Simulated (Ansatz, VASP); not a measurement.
# Two plane-wave programs on SnTe

INCAR

```
SYSTEM = SnTe
  PREC = Accurate
  ENCUT = 520
  EDIFF = 1E-6
  ISMEAR = -1
  SIGMA = 0.08
  LREAL = .False.
  LASPH = .True.
  NELM = 80
  ALGO = Normal
  ISIF = 2
  LWAVE = .False.
  LCHARG = .False.
  GGA = PS
  NBANDS = 17
```

The input KPOINTS:

```
regular mesh
0
Gamma
  11 11 11
  0 0 0
```

The input POSCAR:

```
SnTe
1.0
    0.0000000000      3.0122120271      3.0122120271
    3.0122120271      0.0000000000      3.0122120271
    3.0122120271      3.0122120271      0.0000000000
Sn Te
1 1
Direct
    0.0000000000      0.0000000000      0.0000000000
    0.5000000000      0.5000000000      0.5000000000
```

Input for Ansatz:

```yaml
crystal:
  lattice:
    - [0.0, 3.0122120271, 3.0122120271]
    - [3.0122120271, 0.0, 3.0122120271]
    - [3.0122120271, 3.0122120271, 0.0]
  atoms:
    - { symbol: Sn, position: [0.0, 0.0, 0.0] }
    - { symbol: Te, position: [0.5, 0.5, 0.5] }
kpoints:
  mp_grid: { grid: [11, 11, 11] }
scf:
  occupations: { method: fermi_dirac, width: 0.08 }
hamiltonian:
  xc: pbesol
  pseudopotentials: { kind: paw }
output:
  forces: true
  stress: true
  eigenvalues: true
  populations: true
```

Change from the starting cell: volume scaled by 0.88, PAW files.

Alike in both runs: task single point; functional PBEsol; k mesh 11 × 11 × 11; occupations fermi-dirac, width 0.08 eV; no spin polarisation.

```csv
,VASP,Ansatz
version,VASP 6.6.1,Ansatz 0.2.0
potentials or method,"VASP PAW PBE potentials, release 64 (Sn_d, Te)","PAW with Ansatz's default frozen-core files, scalar-relativistic"
plane-wave cutoff (eV),520,420
valence electrons in the cell,20,30
```

```csv
,VASP,Ansatz,Ansatz less VASP
pressure (GPa),8.0,8.0,+0.01
```

VASP's potentials were made for PBE, not for PBEsol. The functional is the same, so the differences come from potentials, cutoffs and numerics. VASP's potentials hold 20 valence electrons a cell and Ansatz's 30, so a difference there can come from the potentials and not from the codes.

Neither program's run includes spin-orbit coupling.
